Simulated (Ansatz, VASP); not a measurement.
CaCu2S2: VASP beside Ansatz

```
Ca Cu S
1.0
     3.94000    0.00000    0.00000
    -1.97000    3.41214    0.00000
     0.00000    0.00000    6.52300
Ca Cu S
1 2 2
Direct
  0.00000 0.00000 0.00000
  0.33333 0.66667 0.37649
  0.66667 0.33333 0.62351
  0.33333 0.66667 0.74630
  0.66667 0.33333 0.25370
```

Alike in both runs: task electric field gradients; functional PBE; k mesh 8 × 8 × 5; occupations fermi-dirac, width 0.02 eV; no spin polarisation.

|  | VASP | Ansatz |
| --- | --- | --- |
| version | VASP 6.6.1 | Ansatz 0.2.0 |
| potentials or method | VASP PAW PBE potentials, release 64 (Ca_sv, Cu, S) | plane-wave PAW, scalar-relativistic |
| plane-wave cutoff (eV) | 520 | 420 |
| valence electrons in the cell | 44 | 60 |

Ansatz gave:

```
gap on the k mesh at the Fermi level (eV)                     : 1.08
pressure (GPa)                                                : -0.7
traceless stress, the component that is largest in VASP (GPa) : 0.16
rms of the force components (eV/Å)                            : 0.095
size of Vzz on the site where it differs most (V/Å²)          : 0.8
```

Estimate VASP's values.

gap on the k mesh at the Fermi level (eV): 1.10; pressure (GPa): -0.5; traceless stress, the component that is largest in VASP (GPa): 0.14; rms of the force components (eV/Å): 0.095; size of Vzz on the site where it differs most (V/Å²): 1.1.

Atom by atom the forces differ by 0.001 eV/Å (rms over components). With one functional, cell and mesh, what is left measures potentials, basis and numerics. VASP's potentials hold 44 valence electrons a cell and Ansatz's 60, so a difference there can come from the potentials and not from the codes.
